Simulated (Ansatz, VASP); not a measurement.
# Two plane-wave programs on WSe2

```
W Se
1.0
     3.28196    0.00000    0.00000
    -1.64098    2.84226    0.00000
     0.00000    0.00000   13.59163
W Se
2 4
Direct
  0.66667 0.33333 0.75000
  0.33333 0.66667 0.25000
  0.33333 0.66667 0.87307
  0.66667 0.33333 0.37307
  0.33333 0.66667 0.62693
  0.66667 0.33333 0.12693
```

Change from the starting cell: equal strain along all axes, cell held, atoms relaxed: -1.0 %.

Alike in both runs: functional r2SCAN; k mesh 12 × 12 × 2; occupations gaussian, width 0.02 eV; no spin polarisation.

Ansatz relaxed the structure, and its values are those at the end. VASP's run is a single point on that final structure, the one shown.

|  | VASP | Ansatz |
| --- | --- | --- |
| version | VASP 6.6.1 | Ansatz 0.2.0 |
| potentials or method | VASP PAW PBE potentials, release 64 (W_sv, Se), cutoff 520 eV | scalar-relativistic, plane waves, PAW |
| valence electrons in the cell | 52 | 92 |

|  | VASP | Ansatz | Ansatz less VASP |
| --- | --- | --- | --- |
| gap on the k mesh at the Fermi level (eV) | 1.33 | 1.33 | +0.004 |
| least direct gap on the mesh (eV) | 1.71 | 1.71 | +0.002 |
| pressure (GPa) | 2.1 | 1.8 | -0.33 |
| rms of the force components (eV/Å) | 0.022 | 0.000 | -0.0216 |

VASP's potentials were made for PBE, not for r2SCAN. With one functional, cell and mesh, what is left measures potentials, basis and numerics. VASP's potentials hold 52 valence electrons a cell and Ansatz's 92, so a difference there can come from the potentials and not from the codes. Ansatz's warnings: stress scf threshold loose.

Spin-orbit coupling is off throughout.
